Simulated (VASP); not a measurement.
# KMgF3 (Pm-3m) in VASP: a series of runs

The runs below take KMgF3 through single point, with LDA, PBE.

Everything below comes from runs of VASP 6.6.1. Logs are shortened: lines on timing, memory, paths and dates and some standing lists are left out, and cuts for length are marked.

**1. The cell of the first run**

The structure is cubic, space group Pm-3m (No. 221). Conventional cell: a = 3.909 Å, b = 3.909 Å, c = 3.909 Å, α = 90.00°, β = 90.00°, γ = 90.00°. K (site symmetry m-3m) has 12 F at 2.76 Å and 8 Mg at 3.38 Å within 3.6 Å. Mg (site symmetry m-3m) has 6 F at 1.95 Å within 2.6 Å. F (site symmetry 4/mmm) has 2 Mg at 1.95 Å within 2.6 Å.

**2. Single point, LDA**

INCAR

```
ALGO = Normal
EDIFF = 1E-6
ENCUT = 520
GGA = CA
ISIF = 2
ISMEAR = -1
LASPH = T
LCHARG = T
LELF = T
LREAL = F
LVHAR = T
LWAVE = F
NBANDS = 24
NELM = 60
PREC = Accurate
SIGMA = 0.02
```

KPOINTS

```
k-points
0
Gamma
  6 6 6
```

POSCAR

```
KMgF3
1.0
    3.9085090258      0.0000000000      0.0000000000
    0.0000000000      3.9085090258      0.0000000000
    0.0000000000      0.0000000000      3.9085090258
K Mg F
1 1 3
Direct
    0.0000000000      0.0000000000      0.0000000000
    0.5000000000      0.5000000000      0.5000000000
    0.5000000000      0.5000000000      0.0000000000
    0.5000000000      0.0000000000      0.5000000000
    0.0000000000      0.5000000000      0.5000000000
```

Potentials or basis: VASP PAW LDA potentials, release 64 (K_sv, Mg, F).

Command:

```console
$ cat potpaw_LDA.64/K_sv/POTCAR potpaw_LDA.64/Mg/POTCAR potpaw_LDA.64/F/POTCAR > POTCAR
$ mpirun -np 1 vasp_std > vasp.out
```

OUTCAR:

```text
EDIFF = 1E-6
   ENCUT = 520
   GGA = CA
   ISIF = 2
   ISMEAR = -1
   LASPH = T
   LREAL = F
   NELM = 60
   PREC = Accurate

 ion  position               nearest neighbor table
   1  0.000  0.000  0.000-   3 2.76   4 2.76   5 2.76   4 2.76   5 2.76   3 2.76   5 2.76   5 2.76
                             3 2.76   4 2.76   4 2.76   3 2.76   2 3.38   2 3.38   2 3.38   2 3.38
   2  0.500  0.500  0.500-   3 1.95   4 1.95   5 1.95   3 1.95   4 1.95   5 1.95   1 3.38   1 3.38
                             1 3.38   1 3.38   1 3.38   1 3.38   1 3.38   1 3.38
   3  0.500  0.500  0.000-   2 1.95   2 1.95   1 2.76   1 2.76   1 2.76   1 2.76
   4  0.500  0.000  0.500-   2 1.95   2 1.95   1 2.76   1 2.76   1 2.76   1 2.76
   5  0.000  0.500  0.500-   2 1.95   2 1.95   1 2.76   1 2.76   1 2.76   1 2.76

  LATTYP: Found a simple cubic cell.
 ALAT       =     3.9085090258

  Lattice vectors:

 A1 = (   3.9085090258,   0.0000000000,   0.0000000000)
 A2 = (   0.0000000000,   3.9085090258,   0.0000000000)
 A3 = (   0.0000000000,   0.0000000000,   3.9085090258)

Analysis of symmetry for initial positions (statically):
=====================================================================
 Subroutine PRICEL returns:
 Original cell was already a primitive cell.

 Routine SETGRP: Setting up the symmetry group for a
 simple cubic supercell.

 Subroutine GETGRP returns: Found 48 space group operations
 (whereof 48 operations were pure point group operations)
 out of a pool of 48 trial point group operations.

The static configuration has the point symmetry O_h .

Analysis of symmetry for dynamics (positions and initial velocities):
=====================================================================
 Subroutine PRICEL returns:
 Original cell was already a primitive cell.

 Routine SETGRP: Setting up the symmetry group for a
 simple cubic supercell.

 Subroutine GETGRP returns: Found 48 space group operations
 (whereof 48 operations were pure point group operations)
 out of a pool of 48 trial point group operations.

The dynamic configuration has the point symmetry O_h .

 Subroutine INISYM returns: Found 48 space group operations
 (whereof 48 operations are pure point group operations),
 and found     1 'primitive' translations

----------------------------------------------------------------------------------------

                                     Primitive cell

  volume of cell :      59.7081

  direct lattice vectors                    reciprocal lattice vectors
     3.908509026  0.000000000  0.000000000     0.255852038  0.000000000  0.000000000
     0.000000000  3.908509026  0.000000000     0.000000000  0.255852038  0.000000000
     0.000000000  0.000000000  3.908509026     0.000000000  0.000000000  0.255852038

  length of vectors
     3.908509026  3.908509026  3.908509026     0.255852038  0.255852038  0.255852038

  position of ions in fractional coordinates (direct lattice)
     0.000000000  0.000000000  0.000000000
     0.500000000  0.500000000  0.500000000
     0.500000000  0.500000000  0.000000000
     0.500000000  0.000000000  0.500000000
     0.000000000  0.500000000  0.500000000

  ion indices of the primitive-cell ions
   primitive index   ion index
                 1           1
                 2           2
                 3           3
                 4           4
                 5           5

----------------------------------------------------------------------------------------

 KPOINTS: k-points

Automatic generation of k-mesh.
 Grid dimensions read from file:
 generate k-points for:    6    6    6

 Generating k-lattice:

  Cartesian coordinates                     Fractional coordinates (reciprocal lattice)
     0.042642006  0.000000000  0.000000000     0.166666667  0.000000000  0.000000000
     0.000000000  0.042642006  0.000000000     0.000000000  0.166666667  0.000000000
     0.000000000  0.000000000  0.042642006     0.000000000  0.000000000  0.166666667

  Length of vectors
     0.042642006  0.042642006  0.042642006

  Shift w.r.t. Gamma in fractional coordinates (k-lattice)
     0.000000000  0.000000000  0.000000000

 Subroutine IBZKPT returns following result:
 ===========================================

 Found     20 irreducible k-points:

 Following reciprocal coordinates:
            Coordinates               Weight
  0.000000  0.000000  0.000000      1.000000
  0.166667  0.000000  0.000000      6.000000
  0.333333  0.000000  0.000000      6.000000
  0.500000  0.000000  0.000000      3.000000
  0.166667  0.166667  0.000000     12.000000
  0.333333  0.166667  0.000000     24.000000
[... 12 lines left out ...]
  0.500000  0.500000  0.333333      6.000000
  0.500000  0.500000  0.500000      1.000000
   k-points           NKPTS =     20   k-points in BZ     NKDIM =     20   number of bands    NBANDS=     24
   number of dos      NEDOS =    301   number of ions     NIONS =      5
   total plane-waves  NPLWV =  27000
   dimension x,y,z NGX =    30 NGY =   30 NGZ =   30
   dimension x,y,z NGXF=    60 NGYF=   60 NGZF=   60
   ions per type =               1   1   3
   NGX,Y,Z   is equivalent  to a cutoff of  12.76, 12.76, 12.76 a.u.
   NGXF,Y,Z  is equivalent  to a cutoff of  25.52, 25.52, 25.52 a.u.
 SYSTEM =  unknown system
   PREC   = accura    normal or accurate (medium, high low for compatibility)
   ISTART =      0    job   : 0-new  1-cont  2-samecut
   ICHARG =      2    charge: 1-file 2-atom 10-const
   ISPIN  =      1    spin polarized calculation?
   LNONCOLLINEAR =      F non collinear calculations
   LSORBIT =      F    spin-orbit coupling
   LASPH  =      T    aspherical Exc in radial PAW
   ENCUT  =  520.0 eV  38.22 Ry    6.18 a.u.   7.27  7.27  7.27*2*pi/ulx,y,z
   NELM   =     60;   NELMIN=  2; NELMDL= -5     # of ELM steps
   EDIFF  = 0.1E-05   stopping-criterion for ELM
   LREAL  =      F    real-space projection
   EDIFFG = 0.1E-04   stopping-criterion for IOM
   NSW    =      0    number of steps for IOM
   IBRION =     -1    ionic relax: 0-MD 1-quasi-New 2-CG
   NFREE  =      0    steps in history (QN), initial steepest desc. (CG)
   ISIF   =      2    stress and relaxation
   ISYM   =      2    0-nonsym 1-usesym 2-fastsym
   POTIM  = 0.5000    time-step for ionic-motion
   TEBEG  =    0.0;   TEEND  =   0.0 temperature during run
   PSTRESS=    0.0 pullay stress
   NELECT =      32.0000    total number of electrons
   NUPDOWN=      -1.0000    fix difference up-down
   EMIN   =  10.00;   EMAX   =-10.00  energy-range for DOS
   EFERMI =   0.00;   METHOD = LEGACY
   ISMEAR =    -1;   SIGMA  =   0.02  broadening in eV -4-tet -1-fermi 0-gaus
   EFERMI_NEDOS =   21; number of points for ismear=-14 and -15
   IALGO  =     38    algorithm
   IMIX   =      4    mixing-type and parameters
     AMIX     =   0.40;   BMIX     =  1.00
     AMIX_MAG =   1.60;   BMIX_MAG =  1.00
  volume/ion in A,a.u.               =      11.94        80.59
  Fermi-wavevector in a.u.,A,eV,Ry     =   1.329782  2.512923 24.059448  1.768320
  Thomas-Fermi vector in A             =   2.458918
   LORBIT       =      0    0 simple, 1 ext, 2 COOP (PROOUT), +10 PAW based schemes
   GGA     = CA    functional components
   LHFCALC =     F    Hartree Fock is set to
   AEXX    =    0.0000 exact exchange contribution
   IVDW    =     0    specifies the selected vdW correction
   LEPSILON=     F    determine dielectric tensor
   LRPA    =     F    only Hartree local field effects (RPA)
 non-spin polarized calculation
  energy-cutoff  :      520.00
  volume of cell :       59.71
 maximum number of plane-waves:      1640
 NGX is ok and might be reduce to    30
   NGX = 15   NGY = 15   NGZ = 15

 number of electron      31.9999992 magnetization

 Free energy of the ion-electron system (eV)
  ---------------------------------------------------
  ext. energy  EPLUGINS =         0.00000000
  ---------------------------------------------------
  free energy    TOTEN  =       -27.13112310 eV

  energy without entropy =      -27.13112310  energy(sigma->0) =      -27.13112310

 E-fermi :  -1.2479     XC(G=0): -10.7067

 val. band max:       -1.6820595701   @ k =   0.5000   0.5000   0.5000
 cond. band min:       5.7339511718   @ k =   0.0000   0.0000   0.0000
 fundamental gap:      7.4160107419
 Fermi energy:        -1.2479352950

 k-point     1 :       0.0000    0.0000    0.0000
  band No.  band energies     occupation
      1     -26.7503      2.00000
      2     -21.5713      2.00000
      3     -20.7917      2.00000
      4     -20.7917      2.00000
      5     -10.5035      2.00000
      6     -10.5035      2.00000
[... 16 lines left out ...]
     23      12.5973      0.00000
     24      15.5495      0.00000

 k-point     2 :       0.1667    0.0000    0.0000
  band No.  band energies     occupation
      1     -26.7390      2.00000
      2     -21.5392      2.00000
      3     -20.8382      2.00000
      4     -20.7897      2.00000
      5     -10.4914      2.00000
      6     -10.4831      2.00000
[... 16 lines left out ...]
     23      12.6086      0.00000
     24      15.4343      0.00000

 k-point     3 :       0.3333    0.0000    0.0000
  band No.  band energies     occupation
      1     -26.7161      2.00000
      2     -21.4624      2.00000
      3     -20.9429      2.00000
      4     -20.7836      2.00000
      5     -10.4675      2.00000
      6     -10.4417      2.00000
[... 16 lines left out ...]
     23      12.5420      0.00000
     24      14.9976      0.00000

 k-point     4 :       0.5000    0.0000    0.0000
  band No.  band energies     occupation
      1     -26.7045      2.00000
      2     -21.4120      2.00000
      3     -21.0073      2.00000
      4     -20.7806      2.00000
      5     -10.4558      2.00000
      6     -10.4206      2.00000
[... 16 lines left out ...]
     23      13.0035      0.00000
     24      13.9463      0.00000

 k-point     5 :       0.1667    0.1667    0.0000
  band No.  band energies     occupation
      1     -26.7285      2.00000
      2     -21.5043      2.00000
      3     -20.8568      2.00000
      4     -20.8120      2.00000
      5     -10.5210      2.00000
      6     -10.4636      2.00000
[... 16 lines left out ...]
     23      12.6465      0.00000
     24      14.8249      0.00000

 k-point     6 :       0.3333    0.1667    0.0000
  band No.  band energies     occupation
      1     -26.7074      2.00000
      2     -21.4197      2.00000
      3     -20.9497      2.00000
      4     -20.8156      2.00000
      5     -10.5169      2.00000
      6     -10.4415      2.00000
[... 16 lines left out ...]
     23      12.6487      0.00000
     24      14.3253      0.00000
[... 271 lines left out ...]
 k-point    17 :       0.3333    0.3333    0.3333
  band No.  band energies     occupation
      1     -26.6705      2.00000
      2     -21.1910      2.00000
      3     -20.9620      2.00000
      4     -20.9620      2.00000
      5     -10.6478      2.00000
      6     -10.6478      2.00000
[... 16 lines left out ...]
     23      13.5569      0.00000
     24      14.2890      0.00000

 k-point    18 :       0.5000    0.3333    0.3333
  band No.  band energies     occupation
      1     -26.6640      2.00000
      2     -21.1162      2.00000
      3     -21.0227      2.00000
      4     -20.9555      2.00000
      5     -10.6772      2.00000
      6     -10.6757      2.00000
[... 16 lines left out ...]
     23      12.9167      0.00000
     24      14.0785      0.00000

 k-point    19 :       0.5000    0.5000    0.3333
  band No.  band energies     occupation
      1     -26.6582      2.00000
      2     -21.0292      2.00000
      3     -21.0192      2.00000
      4     -21.0192      2.00000
      5     -10.7168      2.00000
      6     -10.7168      2.00000
[... 16 lines left out ...]
     23      13.2740      0.00000
     24      13.2740      0.00000

 k-point    20 :       0.5000    0.5000    0.5000
  band No.  band energies     occupation
      1     -26.6532      2.00000
      2     -21.0120      2.00000
      3     -21.0120      2.00000
      4     -21.0120      2.00000
      5     -10.7588      2.00000
      6     -10.7588      2.00000
[... 16 lines left out ...]
     23      13.6488      0.00000
     24      13.6488      0.00000

------------------------ aborting loop because EDIFF is reached ----------------------------------------

  FORCE on cell =-STRESS in cart. coord.  units (eV):
  Direction    XX          YY          ZZ          XY          YZ          ZX
  --------------------------------------------------------------------------------------
  -------------------------------------------------------------------------------------
  Total       -0.3188160     -0.3188160     -0.3188160      0.0000000     -0.0000000      0.0000000
  in kB       -8.5549470     -8.5549470     -8.5549470      0.0000000     -0.0000000      0.0000000
  external PRESSURE =      -8.5549470 kB  Pullay stress =       0.0000000 kB

 VOLUME and BASIS-vectors are now :
 -----------------------------------------------------------------------------
  energy-cutoff  :      520.00
  volume of cell :       59.71
      direct lattice vectors                 reciprocal lattice vectors
     3.908509026  0.000000000  0.000000000     0.255852038  0.000000000  0.000000000
     0.000000000  3.908509026  0.000000000     0.000000000  0.255852038  0.000000000
     0.000000000  0.000000000  3.908509026     0.000000000  0.000000000  0.255852038

 POSITION                                       TOTAL-FORCE (eV/Angst)
 -----------------------------------------------------------------------------------
      0.00000      0.00000      0.00000         0.000000      0.000000      0.000000
      1.95425      1.95425      1.95425         0.000000      0.000000      0.000000
      1.95425      1.95425      0.00000         0.000000      0.000000      0.000000
      1.95425      0.00000      1.95425         0.000000      0.000000      0.000000
      0.00000      1.95425      1.95425         0.000000      0.000000      0.000000
 -----------------------------------------------------------------------------------
    total drift:                                0.000000      0.000000     -0.000000

  FREE ENERGIE OF THE ION-ELECTRON SYSTEM (eV)
  ---------------------------------------------------
  free  energy   TOTEN  =       -27.1311231003 eV

  energy  without entropy=      -27.1311231003  energy(sigma->0) =      -27.13112310
```

Wall time 25 s (1 thread of Intel Xeon Platinum 8488C (Sapphire Rapids), shared host); peak memory 0.16 GiB.

What came out:

```yaml
Free_energy: -27.1311 eV
Pressure: -0.9 GPa
Band_gap_on_the_k_mesh: 7.42 eV (least direct gap 7.74 eV)
```

[end of part 1 of 2]
